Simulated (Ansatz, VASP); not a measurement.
**CaO: VASP beside Ansatz**

Contents of INCAR:

```
PREC     = Accurate       # precision mode
ENCUT    = 520            # plane-wave cutoff, eV
EDIFF    = 1E-6           # SCF threshold, eV
ISMEAR   = -1             # smearing method
SIGMA    = 0.02           # smearing width, eV
LREAL    = False          # projectors in reciprocal space
LASPH    = True           # aspherical terms in the spheres
NELM     = 100            # most SCF steps
ALGO     = Normal         # electronic algorithm
ISIF     = 2              # what is computed and relaxed
LWAVE    = False          # write WAVECAR
LCHARG   = True           # write CHGCAR
GGA      = PE             # functional
LELF     = True           # ELF
LVHAR    = True         
NBANDS   = 15             # bands
```

KPOINTS

```
regular mesh
0
Gamma
  8 8 8
```

POSCAR

```
CaO
1.0
    2.9174346887      0.0142257239      0.0142257239
    0.0142257239      2.9174346887      0.0142257239
    0.0142257239      0.0142257239      2.9174346887
Ca O
1 1
Direct
    0.0000000000      0.0000000000      0.0000000000
    0.5000000000      0.5000000000      0.5000000000
```

Input for Ansatz:

```yaml
crystal:
  lattice:
    - [2.9174346887, 0.0142257239, 0.0142257239]
    - [0.0142257239, 2.9174346887, 0.0142257239]
    - [0.0142257239, 0.0142257239, 2.9174346887]
  atoms:
    - { symbol: Ca, position: [0.0, 0.0, 0.0] }
    - { symbol: O, position: [0.5, 0.5, 0.5] }
kpoints:
  mp_grid: { grid: [8, 8, 8] }
  band_path:
    path: [[0.0, 0.0, 0.0], [0.0, 0.5, 0.0], [0.5, 0.5, 0.0], [0.5, 0.5, 0.5]]
    npoints: 1
hamiltonian:
  xc: pbe
scf:
  occupations: { method: fermi_dirac, width: 0.02 }
  n_extra_bands: 4
output:
  forces: true
  stress: true
  eigenvalues: true
```

Change from the starting cell: shear_111 strain +1.5%.

Alike in both runs: task single point; functional PBE; k mesh 8 × 8 × 8; occupations fermi-dirac, width 0.02 eV; no spin polarisation.

|  | VASP | Ansatz |
| --- | --- | --- |
| version | VASP 6.6.1 | Ansatz 0.2.0 |
| potentials or method | VASP PAW PBE potentials, release 64 (Ca_sv, O) | plane waves, PAW |
| plane-wave cutoff (eV) | 520 | 420 |
| valence electrons in the cell | 16 | 16 |

Ansatz gave:

| Quantity | Value |
| --- | --- |
| gap on the k mesh at the Fermi level (eV) | 2.78 |
| pressure (GPa) | 1.9 |
| traceless stress, the component that is largest in VASP (GPa) | 0.12 |

Question: Estimate VASP's values.

Answer: gap on the k mesh at the Fermi level (eV): 2.77; pressure (GPa): 2.6; traceless stress, the component that is largest in VASP (GPa): 0.11.
